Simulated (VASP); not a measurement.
BaTe (CsCl type):

```
Ba Te
1.0
     3.92928    0.00000    0.00000
     0.00000    3.92928    0.00000
     0.00000    0.00000    3.92928
Ba Te
1 1
Direct
  0.00000 0.00000 0.00000
  0.50000 0.50000 0.50000
```

```yaml
Program: VASP 6.6.1
Task: relaxation of cell and atoms
Functional: PBE
Potentials_or_basis: VASP PAW PBE potentials, release 64 (Ba_sv, Te)
Cutoff: 600 eV
k_mesh: 9 × 9 × 9
Occupations: fermi-dirac, width 0.05 eV
Spin: no spin polarisation
```

At the start: pressure 13.2 GPa; volume 30.33 Å³/atom.

Task: Where does the relaxation end?

Result: Over 5 steps the energy falls by 279.8 meV/atom and the volume is 38.76 Å³/atom (+27.8 %); space group Pm-3m (No. 221, to 0.1 Å) before and after.

The path:
| step | energy change (eV) | largest force (eV/Å) | pressure (GPa) | volume (Å³) |
| --- | --- | --- | --- | --- |
| 1 | 0.0000 | 0.0000 | 13.24 | 60.67 |
| 2 | -0.4924 | 0.0000 | -2.49 | 85.43 |
| 3 | -0.5596 | 0.0000 | 0.12 | 77.23 |
| 4 | -0.5597 | 0.0000 | -0.03 | 77.59 |
| 5 | -0.5597 | 0.0000 | 0.00 | 77.52 |

Final structure:
```
Ba Te
1.0
     4.26380    0.00000    0.00000
     0.00000    4.26380    0.00000
     0.00000    0.00000    4.26380
Ba Te
1 1
Direct
  0.00000 0.00000 0.00000
  0.50000 0.50000 0.50000
```

Caveat: the volume moved by over 15 % at a fixed basis, so the end points are rough.
